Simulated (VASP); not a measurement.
# CaYb2O3 (P-3m1) in VASP: relaxation of shape and atoms at fixed volume with PBE

Aim: the relaxation of shape and atoms at fixed volume of CaYb2O3 with PBE.

Program: VASP 6.6.1. These are calculated values, not measurements. Logs are shortened: lines on timing, memory, paths and dates and some standing lists are left out, and cuts for length are marked.

### 1 The cell of the first run

The structure is trigonal, space group P-3m1 (No. 164). Conventional cell: a = 3.520 Å, b = 3.520 Å, c = 8.635 Å, α = 90.00°, β = 90.00°, γ = 120.00°. Within 3.3 Å of Ca (site symmetry -3m) lie 6 O at 2.51 Å. Within 3.3 Å of Yb (site symmetry 3m) lie 6 O at 2.47 to 2.49 Å. Within 3.3 Å of O (site symmetry 3m) lie 3 Yb at 2.47 Å and 3 Ca at 2.51 Å. O (site symmetry -3m) has 6 Yb at 2.49 Å within 3.3 Å.

### 2 Relaxation of shape and atoms at fixed volume, PBE (15.45 Å³/atom)

Contents of INCAR:

```
SYSTEM = CaYb2O3
ALGO     = Normal         ! electronic algorithm
EDIFF    = 1E-7           ! SCF threshold, eV
EDIFFG   = -0.01          ! ionic threshold
ENCUT    = 600            ! plane-wave cutoff, eV
GGA      = PE             ! functional
IBRION   = 2              ! ionic algorithm
ISIF     = 4              ! what is computed and relaxed
ISMEAR   = 0              ! smearing method
LASPH    = .True.         ! aspherical terms in the spheres
LCHARG   = .False.        ! write CHGCAR
LREAL    = .False.        ! projectors in reciprocal space
LWAVE    = .False.        ! write WAVECAR
NELM     = 100            ! most SCF steps
NSW      = 50             ! ionic steps
PREC     = Accurate       ! precision mode
SIGMA    = 0.1            ! smearing width, eV
```

Contents of KPOINTS:

```
k-points
0
Gamma
  12 12 4
  0 0 0
```

Contents of POSCAR:

```
CaYb2O3
1.0
    3.5204367473      0.0000000000      0.0000000000
   -1.7602183736      3.0487876556      0.0000000000
    0.0000000000      0.0000000000      8.6349293172
Ca Yb O
1 2 3
Direct
    0.0000000000      0.0000000000      0.0000000000
    0.6666666667      0.3333333333      0.6668957198
    0.3333333333      0.6666666667      0.3331042802
    0.3333333333      0.6666666667      0.8303773115
    0.6666666667      0.3333333333      0.1696226885
    0.0000000000      0.0000000000      0.5000000000
```

Potentials or basis: VASP PAW PBE potentials, release 64 (Ca_sv, Yb, O).

Launch:

```bash
cat potpaw_PBE.64/Ca_sv/POTCAR potpaw_PBE.64/Yb/POTCAR potpaw_PBE.64/O/POTCAR > POTCAR
mpirun -np 1 vasp_std > vasp.out
```

OUTCAR:

```text
SYSTEM = CaYb2O3
   EDIFF = 1E-7
   EDIFFG = -0.01
   ENCUT = 600
   GGA = PE
   IBRION = 2
   ISIF = 4
   ISMEAR = 0
   LASPH = .True.
   LREAL = .False.
   NELM = 100
   NSW = 50
   PREC = Accurate

 ion  position               nearest neighbor table
   1  0.000  0.000  0.000-   4 2.51   5 2.51   4 2.51   5 2.51   5 2.51   4 2.51
   2  0.667  0.333  0.667-   4 2.47   4 2.47   4 2.47   6 2.49   6 2.49   6 2.49   3 3.53   3 3.53
                             3 3.53
   3  0.333  0.667  0.333-   5 2.47   5 2.47   5 2.47   6 2.49   6 2.49   6 2.49   2 3.53   2 3.53
                             2 3.53
   4  0.333  0.667  0.830-   2 2.47   2 2.47   2 2.47   1 2.51   1 2.51   1 2.51
   5  0.667  0.333  0.170-   3 2.47   3 2.47   3 2.47   1 2.51   1 2.51   1 2.51
   6  0.000  0.000  0.500-   2 2.49   3 2.49   3 2.49   2 2.49   2 2.49   3 2.49

  LATTYP: Found a hexagonal cell.
 ALAT       =     3.5204367473
 C/A-ratio  =     2.4528005861

  Lattice vectors:

 A1 = (   3.5204367473,   0.0000000000,   0.0000000000)
 A2 = (  -1.7602183736,   3.0487876556,   0.0000000000)
 A3 = (   0.0000000000,   0.0000000000,   8.6349293172)

Analysis of symmetry for initial positions (statically):
=====================================================================
 Subroutine PRICEL returns:
 Original cell was already a primitive cell.

 Routine SETGRP: Setting up the symmetry group for a
 hexagonal supercell.

 Subroutine GETGRP returns: Found 12 space group operations
 (whereof 12 operations were pure point group operations)
 out of a pool of 24 trial point group operations.

The static configuration has the point symmetry D_3d.

Analysis of symmetry for dynamics (positions and initial velocities):
=====================================================================
 Subroutine PRICEL returns:
 Original cell was already a primitive cell.

 Routine SETGRP: Setting up the symmetry group for a
 hexagonal supercell.

 Subroutine GETGRP returns: Found 12 space group operations
 (whereof 12 operations were pure point group operations)
 out of a pool of 24 trial point group operations.

The dynamic configuration has the point symmetry D_3d.

 Subroutine INISYM returns: Found 12 space group operations
 (whereof 12 operations are pure point group operations),
 and found     1 'primitive' translations

----------------------------------------------------------------------------------------

                                     Primitive cell

  volume of cell :      92.6792

  direct lattice vectors                    reciprocal lattice vectors
     3.520436747  0.000000000  0.000000000     0.284055665  0.163999614  0.000000000
    -1.760218374  3.048787656  0.000000000     0.000000000  0.327999229  0.000000000
     0.000000000  0.000000000  8.634929317     0.000000000  0.000000000  0.115808707

  length of vectors
     3.520436747  3.520436747  8.634929317     0.327999229  0.327999229  0.115808707

  position of ions in fractional coordinates (direct lattice)
     0.000000000  0.000000000  0.000000000
     0.666666667  0.333333333  0.666895720
     0.333333333  0.666666667  0.333104280
     0.333333333  0.666666667  0.830377312
     0.666666667  0.333333333  0.169622688
     0.000000000  0.000000000  0.500000000

  ion indices of the primitive-cell ions
   primitive index   ion index
                 1           1
                 2           2
                 3           3
                 4           4
                 5           5
                 6           6

----------------------------------------------------------------------------------------

 KPOINTS: k-points

Automatic generation of k-mesh.
 Grid dimensions read from file:
 generate k-points for:   12   12    4

 Generating k-lattice:

  Cartesian coordinates                     Fractional coordinates (reciprocal lattice)
     0.023671305  0.013666635  0.000000000     0.083333333  0.000000000  0.000000000
     0.000000000  0.027333269  0.000000000     0.000000000  0.083333333  0.000000000
     0.000000000  0.000000000  0.028952177     0.000000000  0.000000000  0.250000000

  Length of vectors
     0.027333269  0.027333269  0.028952177

  Shift w.r.t. Gamma in fractional coordinates (k-lattice)
     0.000000000  0.000000000  0.000000000

 Subroutine IBZKPT returns following result:
 ===========================================

 Found     69 irreducible k-points:

 Following reciprocal coordinates:
            Coordinates               Weight
  0.000000  0.000000  0.000000      1.000000
  0.083333  0.000000  0.000000      6.000000
  0.166667  0.000000  0.000000      6.000000
  0.250000  0.000000  0.000000      6.000000
  0.333333  0.000000  0.000000      6.000000
  0.416667  0.000000  0.000000      6.000000
[... 16 lines left out ...]
  0.166667  0.000000  0.250000      6.000000
  0.000000  0.166667  0.250000      6.000000
 [... further k-points ...]
   k-points           NKPTS =     69   k-points in BZ     NKDIM =     69   number of bands    NBANDS=     45
   number of dos      NEDOS =    301   number of ions     NIONS =      6
   total plane-waves  NPLWV =  54880
   dimension x,y,z NGX =    28 NGY =   28 NGZ =   70
   dimension x,y,z NGXF=    56 NGYF=   56 NGZF=  140
   ions per type =               1   2   3
   NGX,Y,Z   is equivalent  to a cutoff of  13.22, 13.22, 13.48 a.u.
   NGXF,Y,Z  is equivalent  to a cutoff of  26.44, 26.44, 26.95 a.u.
 SYSTEM =  CaYb2O3
   PREC   = accura    normal or accurate (medium, high low for compatibility)
   ISTART =      0    job   : 0-new  1-cont  2-samecut
   ICHARG =      2    charge: 1-file 2-atom 10-const
   ISPIN  =      1    spin polarized calculation?
   LNONCOLLINEAR =      F non collinear calculations
   LSORBIT =      F    spin-orbit coupling
   LASPH  =      T    aspherical Exc in radial PAW
   ENCUT  =  600.0 eV  44.10 Ry    6.64 a.u.   7.03  7.03 17.25*2*pi/ulx,y,z
   NELM   =    100;   NELMIN=  2; NELMDL= -5     # of ELM steps
   EDIFF  = 0.1E-06   stopping-criterion for ELM
   LREAL  =      F    real-space projection
   EDIFFG = -.1E-01   stopping-criterion for IOM
   NSW    =     50    number of steps for IOM
   IBRION =      2    ionic relax: 0-MD 1-quasi-New 2-CG
   NFREE  =      1    steps in history (QN), initial steepest desc. (CG)
   ISIF   =      4    stress and relaxation
   ISYM   =      2    0-nonsym 1-usesym 2-fastsym
   POTIM  = 0.5000    time-step for ionic-motion
   TEBEG  =    0.0;   TEEND  =   0.0 temperature during run
   PSTRESS=    0.0 pullay stress
   NELECT =      76.0000    total number of electrons
   NUPDOWN=      -1.0000    fix difference up-down
   EMIN   =  10.00;   EMAX   =-10.00  energy-range for DOS
   EFERMI =   0.00;   METHOD = LEGACY
   ISMEAR =     0;   SIGMA  =   0.10  broadening in eV -4-tet -1-fermi 0-gaus
   EFERMI_NEDOS =   21; number of points for ismear=-14 and -15
   IALGO  =     38    algorithm
   IMIX   =      4    mixing-type and parameters
     AMIX     =   0.40;   BMIX     =  1.00
     AMIX_MAG =   1.60;   BMIX_MAG =  1.00
  volume/ion in A,a.u.               =      15.45       104.24
  Fermi-wavevector in a.u.,A,eV,Ry     =   1.532328  2.895681 31.946893  2.348030
  Thomas-Fermi vector in A             =   2.639550
   LORBIT       =      0    0 simple, 1 ext, 2 COOP (PROOUT), +10 PAW based schemes
   GGA     = PE    functional components
   LHFCALC =     F    Hartree Fock is set to
   AEXX    =    0.0000 exact exchange contribution
   IVDW    =     0    specifies the selected vdW correction
   LEPSILON=     F    determine dielectric tensor
   LRPA    =     F    only Hartree local field effects (RPA)
 conjugate gradient relaxation of ions
 non-spin polarized calculation
 Gauss-broadening in eV      SIGMA  =   0.10
  energy-cutoff  :      600.00
  volume of cell :       92.68
 maximum number of plane-waves:      3128
   NGX = 15   NGY = 15   NGZ = 35

--------------------------------------- Ionic step        1  -------------------------------------------

 number of electron      76.0000004 magnetization

 Free energy of the ion-electron system (eV)
  ---------------------------------------------------
  ext. energy  EPLUGINS =         0.00000000
  ---------------------------------------------------
  free energy    TOTEN  =       -40.99356224 eV

  energy without entropy =      -40.97612859  energy(sigma->0) =      -40.98484542

------------------------ aborting loop because EDIFF is reached ----------------------------------------

  FORCE on cell =-STRESS in cart. coord.  units (eV):
  Direction    XX          YY          ZZ          XY          YZ          ZX
  --------------------------------------------------------------------------------------
  -------------------------------------------------------------------------------------
  Total       -4.8525494     -4.8525494     -4.8413468     -0.0000000      0.0000000     -0.0000000
  in kB      -83.8876515    -83.8876515    -83.6939881     -0.0000000      0.0000000     -0.0000000
  external PRESSURE =     -83.8230971 kB  Pullay stress =       0.0000000 kB
[... 185 lines left out ...]
  energy  without entropy=      -40.9765275518  energy(sigma->0) =      -40.98528986

--------------------------------------- Ionic step        6  -------------------------------------------

 number of electron      76.0000000 magnetization

 Free energy of the ion-electron system (eV)
  ---------------------------------------------------
  ext. energy  EPLUGINS =         0.00000000
  ---------------------------------------------------
  free energy    TOTEN  =       -40.99407852 eV

  energy without entropy =      -40.97656088  energy(sigma->0) =      -40.98531970

 E-fermi :   4.6128     XC(G=0): -10.9158

 val. band max:        4.5681195634   @ k =   0.0000   0.0000   0.2500
 cond. band min:       4.6261479485   @ k =   0.5000   0.0000   0.2500
 fundamental gap:      0.0580283850
 Fermi energy:         4.6128479842

 k-point     1 :       0.0000    0.0000    0.0000
  band No.  band energies     occupation
      1     -47.0560      2.00000
      2     -47.0375      2.00000
      3     -36.9706      2.00000
      4     -19.9368      2.00000
      5     -19.5387      2.00000
      6     -19.2662      2.00000
[... 1141 lines left out ...]
     44       7.5492      0.00000
     45       7.7183      0.00000

 [... further k-points ...]
[... 5 lines left out ...]
  --------------------------------------------------------------------------------------
  -------------------------------------------------------------------------------------
  Total       -4.7974120     -4.7974120     -4.7872155     -0.0000000     -0.0000000      0.0000000
  in kB      -82.9344731    -82.9344731    -82.7582032     -0.0000000     -0.0000000      0.0000000
  external PRESSURE =     -82.8757165 kB  Pullay stress =       0.0000000 kB
[... 21 lines left out ...]
  FREE ENERGIE OF THE ION-ELECTRON SYSTEM (eV)
  ---------------------------------------------------
  free  energy   TOTEN  =       -40.9940785190 eV

  energy  without entropy=      -40.9765608819  energy(sigma->0) =      -40.98531970

 reached required accuracy - stopping structural energy minimisation
```

Wall time 1.7 h (1 thread of Intel Xeon 8259CL, shared host); peak memory 0.49 GiB.

Results:

```yaml
Free_energy: -40.9941 eV
Energy_gained_by_relaxing: 0.1 meV/atom
Ionic_steps: 6
Pressure_after_relaxing: -8.3 GPa
Largest_force_after_relaxing: 0.004 eV/Å
Band_gap_on_the_k_mesh: zero (bands 38 and 39 overlap by 0.05 eV)
```

Forces in eV/Å, atoms in the order of the input:
```
Ca   0.000  0.000  0.000
Yb   0.000  0.000 -0.004
Yb   0.000  0.000  0.004
O    0.000  0.000  0.000
O    0.000  0.000  0.000
O    0.000  0.000  0.000
```

The path:
```
step  energy change (eV)  largest force (eV/Å)  pressure (GPa)  volume (Å³)
   1              0.0000                0.0560           -8.38        92.68
   2             -0.0003                0.0370           -9.40        92.68
   3             -0.0004                0.0167           -8.41        92.68
   4             -0.0004                0.0253           -8.35        92.68
   5             -0.0005                0.0166           -8.31        92.68
   6             -0.0005                0.0042           -8.29        92.68
```

Final structure:
```
Ca Yb O
1.0
     3.52038    0.00000    0.00000
    -1.76019    3.04874    0.00000
     0.00000    0.00000    8.63519
Ca Yb O
1 2 3
Direct
  0.00000 0.00000 0.00000
  0.66667 0.33333 0.66666
  0.33333 0.66667 0.33334
  0.33333 0.66667 0.82935
  0.66667 0.33333 0.17065
  0.00000 0.00000 0.50000
```

Caveat: spin-orbit coupling is left out, which moves the levels of the heavy elements.

The gap in the log of VASP goes by the Fermi energy; the results here count the filled bands.